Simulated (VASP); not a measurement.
# SiC: single point with PBEsol

SiC:

```
Si C
1.0
     3.07807    0.00000    0.00000
    -1.53903    2.66568    0.00000
     0.00000    0.00000    9.80710
Si C
4 4
Cartesian
  1.5390 0.8886 9.1974
  0.0000 1.7771 4.2938
  0.0000 0.0000 6.7463
  0.0000 0.0000 1.8427
  1.5390 0.8886 7.3536
  0.0000 1.7771 2.4500
  0.0000 0.0000 4.9080
  0.0000 0.0000 0.0045
```

```yaml
Program: VASP 6.6.1
Task: single point
Functional: PBEsol
Potentials_or_basis: VASP PAW PBE potentials, release 64 (Si, C)
Cutoff: 520 eV
k_mesh: 12 × 12 × 4
Occupations: gaussian, width 0.05 eV
Spin: no spin polarisation
Dipole_correction: no
Further_INCAR_settings: ALGO = Normal; EDIFF = 1e-06; NBANDS = 26
```

```yaml
Pressure: 6.9 GPa
Largest_force: 0.391 eV/Å
Band_gap_on_the_k_mesh: 2.08 eV, indirect (least direct gap 3.22 eV)
```

Forces on the atoms (eV/Å):
```
Si   0.000  0.000  0.334
Si   0.000  0.000  0.334
Si   0.000  0.000  0.391
Si   0.000  0.000  0.391
C    0.000  0.000 -0.375
C    0.000  0.000 -0.375
C    0.000  0.000 -0.350
C    0.000  0.000 -0.350
```

Stress tensor (GPa, compression positive):
```
 1.40  0.00  0.00
 0.00  1.40  0.00
 0.00  0.00 17.84
```

Levels at points of the mesh, in eV from the valence-band top:
```tsv
k point	band 12	band 13	band 14	band 15	band 16	band 17	band 18	band 19	band 20	band 21
(0.00, 0.00, 0.00)	-0.74	-0.74	-0.09	-0.09	0.00	4.81	5.44	6.15	6.54	6.77
(0.50, 0.00, 0.00)	-2.58	-2.54	-2.19	-1.57	-1.14	2.08	2.13	4.04	4.92	5.34
(0.00, 0.00, 0.50)	-1.26	-0.33	-0.33	-0.33	-0.33	5.03	5.03	6.62	6.62	6.88
(0.50, 0.00, 0.50)	-3.27	-2.57	-2.57	-1.63	-1.63	2.41	2.41	4.18	4.18	6.25
```

It took 42 s on 1 thread of Intel(R) Xeon(R) 6975P-C (Granite Rapids), on a shared host, peak memory 0.24 GiB.

Caveat: the PAW data sets were made with another functional, which shifts forces and pressure a little. A k mesh can miss the band edges.
